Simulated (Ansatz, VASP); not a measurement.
## Two plane-wave programs on HfZrS4

```
CELL_PARAMETERS angstrom
7.49722 -1.83440 0.11486
7.49722 1.83440 0.11486
-2.77569 0.00000 5.71333
ATOMIC_POSITIONS crystal
Zr 0.00000 0.00000 0.00000
Hf 0.50000 0.50000 0.50000
S 0.39335 0.39335 0.06231
S 0.89355 0.89355 0.55803
S 0.60665 0.60665 0.93769
S 0.10645 0.10645 0.44197
```

Alike in both runs: functional PBE; k mesh 8 × 8 × 6; occupations gaussian, width 0.02 eV; no spin polarisation.

Ansatz relaxed the structure, and its values are those at the end. VASP's run is a single point on that final structure, the one shown.

|  | VASP | Ansatz |
| --- | --- | --- |
| version | VASP 6.6.1 | Ansatz 0.2.0 |
| potentials or method | VASP PAW PBE potentials, release 64 (Zr_sv, Hf_pv, S), cutoff 520 eV | scalar-relativistic, plane waves, PAW |
| valence electrons in the cell | 46 | 62 |

|  | VASP | Ansatz | Ansatz less VASP |
| --- | --- | --- | --- |
| gap on the k mesh at the Fermi level (eV) | 1.16 | 1.15 | -0.007 |
| least direct gap on the mesh (eV) | 1.16 | 1.15 | -0.007 |
| pressure (GPa) | -0.3 | 0.0 | +0.26 |
| rms of the force components (eV/Å) | 0.023 | 0.001 | -0.0221 |

With one functional, cell and mesh, what is left measures potentials, basis and numerics. VASP's potentials hold 46 valence electrons a cell and Ansatz's 62, so a difference there can come from the potentials and not from the codes.

Neither program's run includes spin-orbit coupling.
